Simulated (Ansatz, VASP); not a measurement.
**C in VASP and in Ansatz**

POSCAR

```
C
1.0
    0.0000000000      1.6751774835      2.0102129802
    1.6751774835      0.0000000000      2.0102129802
    1.6751774835      1.6751774835      0.0000000000
C
2
Direct
    0.5000000000      0.5000000000      0.5000000000
    0.7500000000      0.7500000000      0.7500000000
```

INCAR.step1

```
SYSTEM = C
PREC = Accurate ; ENCUT = 910
ISMEAR = 0 ; SIGMA = 0.05
LREAL = .FALSE. ; LASPH = .TRUE.
NELM = 120 ; NBANDS = 11
GGA = PE ; ALGO = Normal
EDIFF = 1E-5 ; LWAVE = .TRUE.
LCHARG = .FALSE. ; GGA_COMPAT = .FALSE.
```

The input INCAR.step2:

```
SYSTEM = C
PREC = Accurate ; ENCUT = 910
EDIFF = 1E-6 ; ISMEAR = 0
SIGMA = 0.05 ; LREAL = .FALSE.
LASPH = .TRUE. ; NELM = 120
ALGO = Normal ; ISIF = 2
LWAVE = .FALSE. ; LCHARG = .FALSE.
METAGGA = R2SCAN ; LMIXTAU = .TRUE.
NBANDS = 11 ; ISTART = 1
GGA_COMPAT = .FALSE.
```

The input KPOINTS:

```
regular mesh
0
G
  12 12 12
  0 0 0
```

Input for Ansatz:

```yaml
crystal:
  lattice:
    - [0.0, 1.6751774835, 2.0102129802]
    - [1.6751774835, 0.0, 2.0102129802]
    - [1.6751774835, 1.6751774835, 0.0]
  atoms:
    - { symbol: C, position: [0.5, 0.5, 0.5] }
    - { symbol: C, position: [0.75, 0.75, 0.75] }
basis:
  ecutwfc: 500
kpoints:
  mp_grid: { grid: [12, 12, 12] }
hamiltonian:
  xc: r2scan
scf:
  occupations: { method: gaussian, width: 0.05 }
output:
  forces: true
  stress: true
  eigenvalues: true
```

Alike in both runs: task single point; functional r2SCAN; k mesh 12 × 12 × 12; occupations gaussian, width 0.05 eV; no spin polarisation.

|  | VASP | Ansatz |
| --- | --- | --- |
| version | VASP 6.6.1 | Ansatz 0.2.0 |
| potentials or method | VASP PAW PBE potentials, release 64 (C_h), cutoff 910 eV | scalar-relativistic, plane waves, PAW |
| valence electrons in the cell | 8 | 8 |

|  | VASP | Ansatz | Ansatz less VASP |
| --- | --- | --- | --- |
| gap on the k mesh at the Fermi level (eV) | 2.00 | 2.00 | 0.000 |
| least direct gap on the mesh (eV) | 4.24 | 4.24 | +0.002 |

VASP's potentials were made for PBE, not for r2SCAN.

Noted on VASP's run: the cutoff is short for stress, so the pressure is rough.
